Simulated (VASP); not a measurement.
Set up this calculation in VASP 6.6.1, as the native input.

* Task: single point
* Functional: PBE
* Potentials or basis: VASP PAW PBE potentials, release 64 (Al, B, N)
* Cutoff: 520 eV
* k mesh: 3 × 3 × 2
* Occupations: gaussian, width 0.15 eV
* Spin: no spin polarisation
* Dipole correction: no
* Further INCAR settings: ALGO = Normal; EDIFF = 1e-06; NBANDS = 34

The structure of Al3BN2 lies in POSCAR:

```
Al3BN2
1.0
    4.9303336087     -2.9499014187      0.0000000000
    4.9303336087      2.9499014187      0.0000000000
    0.0000000000      0.0000000000      4.8607796185
Al B N
6 2 4
Direct
    0.2288251849      0.7711748151      0.4183668698
    0.7711748151      0.2288251849      0.9183668698
    0.8534110260      0.5078828376      0.3822812568
    0.5078828376      0.8534110260      0.8822812568
    0.1465889740      0.4921171624      0.8822812568
    0.4921171624      0.1465889740      0.3822812568
    0.1159569678      0.8840430322     -0.0430384342
    0.8840430322      0.1159569678      0.4569615658
    0.8074825306      0.5363116166     -0.0074454746
    0.5363116166      0.8074825306      0.4925545254
    0.1925174694      0.4636883834      0.4925545254
    0.4636883834      0.1925174694     -0.0074454746
```

One way to write it, as run:

INCAR

```
ALGO = Normal ; EDIFF = 1E-6
ENCUT = 520 ; GGA = PE
ISIF = 2 ; ISMEAR = 0
LASPH = T ; LCHARG = F
LREAL = F ; LWAVE = F
NBANDS = 34 ; NELM = 60
PREC = Accurate ; SIGMA = 0.15
```

KPOINTS

```
k-points
0
Gamma
  3 3 2
```

Potentials or basis: VASP PAW PBE potentials, release 64 (Al, B, N).

Command:

```console
$ cat potpaw_PBE.64/Al/POTCAR potpaw_PBE.64/B/POTCAR potpaw_PBE.64/N/POTCAR > POTCAR
$ mpirun -np 1 vasp_std > vasp.out
```

Results of the run:

| Item | Value |
| --- | --- |
| Pressure | 0.0 GPa |
| Largest force | 0.036 eV/Å |
| Band gap on the k mesh | 0.18 eV (least direct gap 0.35 eV) |

Caveat: the k points lie up to 0.65 Å⁻¹ apart.

Wall time 42 s on 1 thread of Intel(R) Xeon(R) Platinum 8259CL CPU @ 2.50GHz (Skylake/Cascade Lake), with other jobs on the host, peak memory 0.27 GiB.
